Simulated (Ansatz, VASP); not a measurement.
One calculation of BN, two programs

The input POSCAR:

```
BN
1.0
    0.0618022381      1.8076281731      1.8076281731
    1.8076281731      0.0618022381      1.8076281731
    1.8076281731      1.8076281731      0.0618022381
B N
1 1
Direct
    0.0000000000      0.0000000000      0.0000000000
    0.5000000000      0.5000000000      0.5000000000
```

Contents of INCAR.step1:

```
SYSTEM = BN
PREC     = Accurate       ! precision mode
ENCUT    = 520            ! plane-wave cutoff, eV
EDIFF    = 1E-5           ! SCF threshold, eV
ISMEAR   = 0              ! smearing method
SIGMA    = 0.01           ! smearing width, eV
LREAL    = .False.        ! projectors in reciprocal space
LASPH    = .True.         ! aspherical terms in the spheres
NELM     = 60             ! most SCF steps
ALGO     = Normal         ! electronic algorithm
ISIF     = 2              ! what is computed and relaxed
LWAVE    = .True.         ! write WAVECAR
LCHARG   = .False.        ! write CHGCAR
NBANDS   = 11             ! bands
GGA      = PE             ! functional
```

Contents of INCAR.step2:

```
SYSTEM = BN
PREC     = Accurate       ! precision mode
ENCUT    = 520            ! plane-wave cutoff, eV
EDIFF    = 1E-6           ! SCF threshold, eV
ISMEAR   = 0              ! smearing method
SIGMA    = 0.01           ! smearing width, eV
LREAL    = .False.        ! projectors in reciprocal space
LASPH    = .True.         ! aspherical terms in the spheres
NELM     = 60             ! most SCF steps
ALGO     = Normal         ! electronic algorithm
ISIF     = 2              ! what is computed and relaxed
LWAVE    = .False.        ! write WAVECAR
LCHARG   = .False.        ! write CHGCAR
GGA      = PE             ! functional
LHFCALC  = .True.         ! exact exchange
HFSCREEN = 0.2079         ! screening, 1/A
PRECFOCK = Normal       
NBANDS   = 11             ! bands
ISTART   = 1
```

KPOINTS

```
Automatic mesh
0
Gamma
  8 8 8
  0 0 0
```

Input for Ansatz:

```yaml
crystal:
  lattice:
    - [0.0618022381, 1.8076281731, 1.8076281731]
    - [1.8076281731, 0.0618022381, 1.8076281731]
    - [1.8076281731, 1.8076281731, 0.0618022381]
  atoms:
    - { symbol: B, position: [0.0, 0.0, 0.0] }
    - { symbol: "N", position: [0.5, 0.5, 0.5] }
kpoints:
  mp_grid: { grid: [8, 8, 8] }
  band_path:
    path:
      - [0.0, 0.0, 0.0]
      - [0.5, 0.0, 0.5]
      - [0.625, 0.25, 0.625]
      - [0.375, 0.375, 0.75]
      - [0.5, 0.5, 0.5]
      - [0.5, 0.25, 0.75]
      - [0.184896, 0.184896, 0.330729]
      - [0.0, 0.5, 0.5]
    npoints: 1
hamiltonian:
  xc: hse06
scf:
  occupations: { method: fixed }
  n_extra_bands: 4
output:
  forces: true
  stress: true
  eigenvalues: true
```

Change from the starting cell: shear_111 strain +5.3%.

Alike in both runs: task single point; functional HSE06; k mesh 8 × 8 × 8; no spin polarisation.

|  | VASP | Ansatz |
| --- | --- | --- |
| version | VASP 6.6.1 | Ansatz 0.2.0 |
| potentials or method | VASP PAW PBE potentials, release 64 (B, N) | plane waves, PAW |
| plane-wave cutoff (eV) | 520 | 420 |
| occupations | gaussian, width 0.01 eV | fixed |
| valence electrons in the cell | 8 | 8 |

VASP gave:

```
gap on the k mesh at the Fermi level (eV)                     : 1.47
pressure (GPa)                                                : -26.0
traceless stress, the component that is largest in VASP (GPa) : -21.41
```

Problem. Which values does Ansatz return?

Solution. gap on the k mesh at the Fermi level (eV): 1.48; pressure (GPa): -26.2; traceless stress, the component that is largest in VASP (GPa): -21.39.

Ansatz's warnings: stress exchange threshold loose, stress scf threshold loose.
